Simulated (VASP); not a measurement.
# RuCl2 (P-3m1) in VASP: notebook

Runs on RuCl2. Level: PBE. Tasks: relaxation of shape and atoms at fixed volume.

Program: VASP 6.6.1. These are calculated values, not measurements. Logs are shortened: lines on timing, memory, paths and dates and some standing lists are left out, and cuts for length are marked.

### 1 The cell of the first run

Symmetry: P-3m1, No. 164, trigonal system. The conventional cell has a = 3.635 Å, b = 3.635 Å, c = 6.651 Å, α = 90.00°, β = 90.00°, γ = 120.00°. Ru (site symmetry -3m) has 6 Cl at 2.43 Å within 3.2 Å. Cl (site symmetry 3m) has 3 Ru at 2.43 Å and 3 Cl at 3.24 Å within 3.3 Å.

### 2 Relaxation of shape and atoms at fixed volume, PBE (25.38 Å³/atom)

The input, INCAR:

```
  ALGO = Normal
  EDIFF = 1E-6
  EDIFFG = -0.01
  ENCUT = 600
  GGA = PE
  IBRION = 2
  ISIF = 4
  ISMEAR = 0
  LASPH = T
  LCHARG = F
  LREAL = F
  LWAVE = F
  NELM = 80
  NSW = 60
  PREC = Accurate
  SIGMA = 0.05
```

The input, KPOINTS:

```
k-points
0
Gamma
  12 12 6
```

The input, POSCAR:

```
RuCl2
1.0
    3.6354616255      0.0000000000      0.0000000000
   -1.8177308128      3.1484021222      0.0000000000
    0.0000000000      0.0000000000      6.6513392514
Ru Cl
1 2
Direct
    0.0000000000      0.0000000000      0.0000000000
    0.3333333333      0.6666666667      0.1853140024
    0.6666666667      0.3333333333      0.8146859976
```

Potentials or basis: VASP PAW PBE potentials, release 64 (Ru_pv, Cl).

Command:

```bash
$ cat potpaw_PBE.64/Ru_pv/POTCAR potpaw_PBE.64/Cl/POTCAR > POTCAR
$ mpirun -np 1 vasp_std > vasp.out
```

OUTCAR:

```text
EDIFF = 1E-6
   EDIFFG = -0.01
   ENCUT = 600
   GGA = PE
   IBRION = 2
   ISIF = 4
   ISMEAR = 0
   LASPH = T
   LREAL = F
   NELM = 80
   NSW = 60
   PREC = Accurate

 ion  position               nearest neighbor table
   1  0.000  0.000  0.000-   2 2.43   3 2.43   3 2.43   2 2.43   3 2.43   2 2.43
   2  0.333  0.667  0.185-   1 2.43   1 2.43   1 2.43
   3  0.667  0.333  0.815-   1 2.43   1 2.43   1 2.43

  LATTYP: Found a hexagonal cell.
 ALAT       =     3.6354616255
 C/A-ratio  =     1.8295721250

  Lattice vectors:

 A1 = (   3.6354616255,   0.0000000000,   0.0000000000)
 A2 = (  -1.8177308128,   3.1484021222,   0.0000000000)
 A3 = (   0.0000000000,   0.0000000000,   6.6513392514)

Analysis of symmetry for initial positions (statically):
=====================================================================
 Subroutine PRICEL returns:
 Original cell was already a primitive cell.

 Routine SETGRP: Setting up the symmetry group for a
 hexagonal supercell.

 Subroutine GETGRP returns: Found 12 space group operations
 (whereof 12 operations were pure point group operations)
 out of a pool of 24 trial point group operations.

The static configuration has the point symmetry D_3d.

Analysis of symmetry for dynamics (positions and initial velocities):
=====================================================================
 Subroutine PRICEL returns:
 Original cell was already a primitive cell.

 Routine SETGRP: Setting up the symmetry group for a
 hexagonal supercell.

 Subroutine GETGRP returns: Found 12 space group operations
 (whereof 12 operations were pure point group operations)
 out of a pool of 24 trial point group operations.

The dynamic configuration has the point symmetry D_3d.

 Subroutine INISYM returns: Found 12 space group operations
 (whereof 12 operations are pure point group operations),
 and found     1 'primitive' translations

----------------------------------------------------------------------------------------

                                     Primitive cell

  volume of cell :      76.1305

  direct lattice vectors                    reciprocal lattice vectors
     3.635461626  0.000000000  0.000000000     0.275068231  0.158810718  0.000000000
    -1.817730813  3.148402122  0.000000000     0.000000000  0.317621435  0.000000000
     0.000000000  0.000000000  6.651339251     0.000000000  0.000000000  0.150345662

  length of vectors
     3.635461626  3.635461626  6.651339251     0.317621435  0.317621435  0.150345662

  position of ions in fractional coordinates (direct lattice)
     0.000000000  0.000000000  0.000000000
     0.333333333  0.666666667  0.185314002
     0.666666667  0.333333333  0.814685998

  ion indices of the primitive-cell ions
   primitive index   ion index
                 1           1
                 2           2
                 3           3

----------------------------------------------------------------------------------------

 KPOINTS: k-points

Automatic generation of k-mesh.
 Grid dimensions read from file:
 generate k-points for:   12   12    6

 Generating k-lattice:

  Cartesian coordinates                     Fractional coordinates (reciprocal lattice)
     0.022922353  0.013234226  0.000000000     0.083333333  0.000000000  0.000000000
     0.000000000  0.026468453  0.000000000     0.000000000  0.083333333  0.000000000
     0.000000000  0.000000000  0.025057610     0.000000000  0.000000000  0.166666667

  Length of vectors
     0.026468453  0.026468453  0.025057610

  Shift w.r.t. Gamma in fractional coordinates (k-lattice)
     0.000000000  0.000000000  0.000000000

 Subroutine IBZKPT returns following result:
 ===========================================

 Found    100 irreducible k-points:

 Following reciprocal coordinates:
            Coordinates               Weight
  0.000000  0.000000  0.000000      1.000000
  0.083333 -0.000000  0.000000      6.000000
  0.166667 -0.000000  0.000000      6.000000
  0.250000  0.000000  0.000000      6.000000
  0.333333 -0.000000  0.000000      6.000000
  0.416667  0.000000  0.000000      6.000000
[... 16 lines left out ...]
  0.166667 -0.000000  0.166667      6.000000
  0.000000  0.166667  0.166667      6.000000
 [... further k-points ...]
   k-points           NKPTS =    100   k-points in BZ     NKDIM =    100   number of bands    NBANDS=     18
   number of dos      NEDOS =    301   number of ions     NIONS =      3
   total plane-waves  NPLWV =  48600
   dimension x,y,z NGX =    30 NGY =   30 NGZ =   54
   dimension x,y,z NGXF=    60 NGYF=   60 NGZF=  108
   ions per type =               1   2
   NGX,Y,Z   is equivalent  to a cutoff of  13.72, 13.72, 13.50 a.u.
   NGXF,Y,Z  is equivalent  to a cutoff of  27.44, 27.44, 26.99 a.u.
 SYSTEM =  unknown system
   PREC   = accura    normal or accurate (medium, high low for compatibility)
   ISTART =      0    job   : 0-new  1-cont  2-samecut
   ICHARG =      2    charge: 1-file 2-atom 10-const
   ISPIN  =      1    spin polarized calculation?
   LNONCOLLINEAR =      F non collinear calculations
   LSORBIT =      F    spin-orbit coupling
   LASPH  =      T    aspherical Exc in radial PAW
   ENCUT  =  600.0 eV  44.10 Ry    6.64 a.u.   7.26  7.26 13.28*2*pi/ulx,y,z
   NELM   =     80;   NELMIN=  2; NELMDL= -5     # of ELM steps
   EDIFF  = 0.1E-05   stopping-criterion for ELM
   LREAL  =      F    real-space projection
   EDIFFG = -.1E-01   stopping-criterion for IOM
   NSW    =     60    number of steps for IOM
   IBRION =      2    ionic relax: 0-MD 1-quasi-New 2-CG
   NFREE  =      1    steps in history (QN), initial steepest desc. (CG)
   ISIF   =      4    stress and relaxation
   ISYM   =      2    0-nonsym 1-usesym 2-fastsym
   POTIM  = 0.5000    time-step for ionic-motion
   TEBEG  =    0.0;   TEEND  =   0.0 temperature during run
   PSTRESS=    0.0 pullay stress
   NELECT =      28.0000    total number of electrons
   NUPDOWN=      -1.0000    fix difference up-down
   EMIN   =  10.00;   EMAX   =-10.00  energy-range for DOS
   EFERMI =   0.00;   METHOD = LEGACY
   ISMEAR =     0;   SIGMA  =   0.05  broadening in eV -4-tet -1-fermi 0-gaus
   EFERMI_NEDOS =   21; number of points for ismear=-14 and -15
   IALGO  =     38    algorithm
   IMIX   =      4    mixing-type and parameters
     AMIX     =   0.40;   BMIX     =  1.00
     AMIX_MAG =   1.60;   BMIX_MAG =  1.00
  volume/ion in A,a.u.               =      25.38       171.25
  Fermi-wavevector in a.u.,A,eV,Ry     =   1.172937  2.216529 18.718628  1.375780
  Thomas-Fermi vector in A             =   2.309358
   LORBIT       =      0    0 simple, 1 ext, 2 COOP (PROOUT), +10 PAW based schemes
   GGA     = PE    functional components
   LHFCALC =     F    Hartree Fock is set to
   AEXX    =    0.0000 exact exchange contribution
   IVDW    =     0    specifies the selected vdW correction
   LEPSILON=     F    determine dielectric tensor
   LRPA    =     F    only Hartree local field effects (RPA)
 conjugate gradient relaxation of ions
 non-spin polarized calculation
 Gauss-broadening in eV      SIGMA  =   0.05
  energy-cutoff  :      600.00
  volume of cell :       76.13
 maximum number of plane-waves:      2589
 NGX is ok and might be reduce to    30
   NGX = 15   NGY = 15   NGZ = 27

--------------------------------------- Ionic step        1  -------------------------------------------

 number of electron      27.9999997 magnetization

 Free energy of the ion-electron system (eV)
  ---------------------------------------------------
  ext. energy  EPLUGINS =         0.00000000
  ---------------------------------------------------
  free energy    TOTEN  =       -13.72361092 eV

  energy without entropy =      -13.72361092  energy(sigma->0) =      -13.72361092

------------------------ aborting loop because EDIFF is reached ----------------------------------------

  FORCE on cell =-STRESS in cart. coord.  units (eV):
  Direction    XX          YY          ZZ          XY          YZ          ZX
  --------------------------------------------------------------------------------------
  -------------------------------------------------------------------------------------
  Total       -1.0779082     -1.0779082     -0.6509102      0.0000000      0.0000000     -0.0000000
  in kB      -22.6847242    -22.6847242    -13.6984936      0.0000000      0.0000000     -0.0000000
  external PRESSURE =     -19.6893140 kB  Pullay stress =       0.0000000 kB
[... 207 lines left out ...]
  energy  without entropy=      -13.7362405021  energy(sigma->0) =      -13.73624050

--------------------------------------- Ionic step        7  -------------------------------------------

 number of electron      28.0000000 magnetization

 Free energy of the ion-electron system (eV)
  ---------------------------------------------------
  ext. energy  EPLUGINS =         0.00000000
  ---------------------------------------------------
  free energy    TOTEN  =       -13.73634605 eV

  energy without entropy =      -13.73634605  energy(sigma->0) =      -13.73634605

 E-fermi :   3.5132     XC(G=0):  -8.4088

 val. band max:        3.2287466402   @ k =   0.1667  -0.0000   0.5000
 cond. band min:       4.3417173596   @ k =   0.0000   0.2500   0.3333
 fundamental gap:      1.1129707193
 Fermi energy:         3.5132226678

 k-point     1 :       0.0000    0.0000    0.0000
  band No.  band energies     occupation
      1     -38.8800      2.00000
      2     -38.8800      2.00000
      3     -38.7718      2.00000
      4     -14.1103      2.00000
      5     -13.0201      2.00000
      6      -3.2137      2.00000
[... 10 lines left out ...]
     17       6.7458      0.00000
     18       8.3146      0.00000
[... 466 lines left out ...]
      2     -38.8827      2.00000
      3     -38.7697      2.00000
      4     -13.9236      2.00000
      5     -13.0531      2.00000
      6      -3.0039      2.00000
[... 10 lines left out ...]
     17       7.7844      0.00000
     18       9.3521      0.00000

 [... further k-points ...]
[... 5 lines left out ...]
  --------------------------------------------------------------------------------------
  -------------------------------------------------------------------------------------
  Total       -0.0637908     -0.0637908     -0.0651392      0.0000000      0.0000000      0.0000000
  in kB       -1.3424859     -1.3424859     -1.3708628      0.0000000      0.0000000      0.0000000
  external PRESSURE =      -1.3519449 kB  Pullay stress =       0.0000000 kB
[... 18 lines left out ...]
  FREE ENERGIE OF THE ION-ELECTRON SYSTEM (eV)
  ---------------------------------------------------
  free  energy   TOTEN  =       -13.7363460464 eV

  energy  without entropy=      -13.7363460464  energy(sigma->0) =      -13.73634605

 reached required accuracy - stopping structural energy minimisation
```

It took 22 min on 1 thread of Intel Xeon 8259CL, shared host; peak memory 0.3 GiB.

Results:

* Free energy: -13.7363 eV
* Energy gained by relaxing: 4.2 meV/atom
* Ionic steps: 7
* Pressure after relaxing: -0.1 GPa
* Largest force after relaxing: 0.007 eV/Å
* Band gap on the k mesh: 1.11 eV (least direct gap 1.12 eV)

Forces on the atoms (eV/Å):
```
Ru   0.000  0.000  0.000
Cl   0.000  0.000 -0.007
Cl   0.000  0.000  0.007
```

Step by step:
```tsv
step	energy change (eV)	largest force (eV/Å)	pressure (GPa)	volume (Å³)
1	0.0000	0.2435	-1.97	76.13
2	-0.0065	0.1564	-1.40	76.13
3	-0.0120	0.0589	-0.06	76.13
4	-0.0121	0.0409	-0.20	76.13
5	-0.0121	0.0346	-0.23	76.13
6	-0.0126	0.0100	-0.17	76.13
7	-0.0127	0.0075	-0.14	76.13
```

Final structure:
```cif
data_structure
_symmetry_space_group_name_H-M 'P 1'
_symmetry_Int_Tables_number 1
_cell_length_a 3.5997
_cell_length_b 3.5997
_cell_length_c 6.7840
_cell_angle_alpha 90.000
_cell_angle_beta 90.000
_cell_angle_gamma 120.000
_cell_volume 76.13
loop_
_atom_site_label
_atom_site_type_symbol
_atom_site_fract_x
_atom_site_fract_y
_atom_site_fract_z
_atom_site_occupancy
Ru1 Ru 0.00000 0.00000 0.00000 1
Cl1 Cl 0.33333 0.66667 0.18033 1
Cl2 Cl 0.66667 0.33333 0.81967 1
```

Caveat: this functional lacks dispersion, which binds layers or chains, so the pressure and a relaxed spacing across them are unreliable.

### 3 Relaxation of shape and atoms at fixed volume, PBE (26.09 Å³/atom)

This run uses another cell than the first one, of 26.09 Å³/atom.

The input, INCAR:

```
SYSTEM = RuCl2
PREC     = Accurate       ! precision mode
ENCUT    = 600            ! plane-wave cutoff, eV
EDIFF    = 1E-6           ! SCF threshold, eV
ISMEAR   = 0              ! smearing method
SIGMA    = 0.05           ! smearing width, eV
LREAL    = .FALSE.        ! projectors in reciprocal space
LASPH    = .TRUE.         ! aspherical terms in the spheres
NELM     = 80             ! most SCF steps
ALGO     = Normal         ! electronic algorithm
ISIF     = 4              ! what is computed and relaxed
LWAVE    = .FALSE.        ! write WAVECAR
LCHARG   = .FALSE.        ! write CHGCAR
GGA      = PE             ! functional
IBRION   = 2              ! ionic algorithm
NSW      = 60             ! ionic steps
EDIFFG   = -0.01          ! ionic threshold
```

The input, KPOINTS:

```
Automatic mesh
0
G
  12 12 6
  0 0 0
```

The input, POSCAR:

```
RuCl2
1.0
    3.6331923266      0.0000000000      0.0000000000
   -1.8165961633      3.1464368516      0.0000000000
    0.0000000000      0.0000000000      6.8463699042
Ru Cl
1 2
Direct
    0.0000000000      0.0000000000      0.0000000000
    0.3333333333      0.6666666667      0.1802216433
    0.6666666667      0.3333333333      0.8197783567
```

Potentials or basis: VASP PAW PBE potentials, release 64 (Ru_pv, Cl).

Command:

```bash
$ cat potpaw_PBE.64/Ru_pv/POTCAR potpaw_PBE.64/Cl/POTCAR > POTCAR
$ mpirun -np 1 vasp_std > vasp.out
```

Wall time 21 min (1 thread of Intel Xeon 8259CL, shared host); peak memory 0.3 GiB.

It converged, with:

```
Free energy               : -13.7353 eV
Energy gained by relaxing : 4.0 meV/atom
Ionic steps               : 6
Pressure after relaxing   : -0.1 GPa
Band gap on the k mesh    : 1.13 eV (least direct gap 1.14 eV)
```

The path:
```tsv
step	energy change (eV)	largest force (eV/Å)	pressure (GPa)	volume (Å³)
1	0.0000	0.2443	-1.88	78.27
2	-0.0062	0.1562	-1.35	78.27
3	-0.0114	0.0317	-0.24	78.27
4	-0.0114	0.0382	-0.20	78.27
5	-0.0120	0.0160	-0.14	78.27
6	-0.0121	0.0009	-0.09	78.27
```

Final structure:
```cif
data_structure
_symmetry_space_group_name_H-M 'P 1'
_symmetry_Int_Tables_number 1
_cell_length_a 3.5988
_cell_length_b 3.5988
_cell_length_c 6.9778
_cell_angle_alpha 90.000
_cell_angle_beta 90.000
_cell_angle_gamma 120.000
_cell_volume 78.27
loop_
_atom_site_label
_atom_site_type_symbol
_atom_site_fract_x
_atom_site_fract_y
_atom_site_fract_z
_atom_site_occupancy
Ru1 Ru 0.00000 0.00000 0.00000 1
Cl1 Cl 0.33333 0.66667 0.17529 1
Cl2 Cl 0.66667 0.33333 0.82471 1
```

Levels at points of the mesh, in eV from the valence-band top:
```tsv
k point	band 10	band 11	band 12	band 13	band 14	band 15	band 16	band 17	band 18
(0.00, 0.00, 0.00)	-3.49	-3.49	-1.24	-1.24	-0.13	1.84	1.84	3.49	5.09
(0.50, 0.00, 0.00)	-4.56	-4.17	-1.14	-0.44	-0.31	1.84	1.88	5.88	5.96
(0.00, 0.00, 0.50)	-3.49	-3.49	-1.24	-1.24	-0.09	1.85	1.85	4.75	4.99
(0.50, 0.00, 0.50)	-4.56	-4.10	-1.16	-0.44	-0.31	1.82	1.88	5.59	5.69
```

Caveat: this functional lacks dispersion, which binds layers or chains, so the pressure and a relaxed spacing across them are unreliable. A k mesh can miss the band edges.
